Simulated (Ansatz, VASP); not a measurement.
**Nb3Pb: VASP beside Ansatz**

```
Nb Pb
1.0
     5.26862    0.00000    0.00000
     0.00000    5.26862    0.00000
     0.00000    0.00000    5.26862
Nb Pb
6 2
Direct
  0.25000 0.00000 0.50000
  0.50000 0.75000 0.00000
  0.75000 0.00000 0.50000
  0.50000 0.25000 0.00000
  0.00000 0.50000 0.75000
  0.00000 0.50000 0.25000
  0.00000 0.00000 0.00000
  0.50000 0.50000 0.50000
```

Alike in both runs: functional LDA; k mesh 6 × 6 × 6; occupations fermi-dirac, width 0.1 eV; no spin polarisation.

Ansatz relaxed the structure, and its values are those at the end. VASP's run is a single point on that final structure, the one shown.

|  | VASP | Ansatz |
| --- | --- | --- |
| version | VASP 6.6.1 | Ansatz 0.2.0 |
| potentials or method | VASP PAW LDA potentials, release 64 (Nb_sv, Pb_d), cutoff 520 eV | PAW plane waves |
| valence electrons in the cell | 106 | 106 |

|  | VASP | Ansatz | Ansatz less VASP |
| --- | --- | --- | --- |
| gap on the k mesh at the Fermi level (eV) | none | none | - |
| pressure (GPa) | 0.1 | 0.0 | -0.06 |

Ansatz warns that its potentials were made for another functional, while VASP's fit it. LDA's correlation is that of Perdew and Zunger in VASP and of Perdew and Wang (1992) in Ansatz. A gap of «none» marks a metal or a gap that the smearing closes.

Spin-orbit coupling is off throughout.
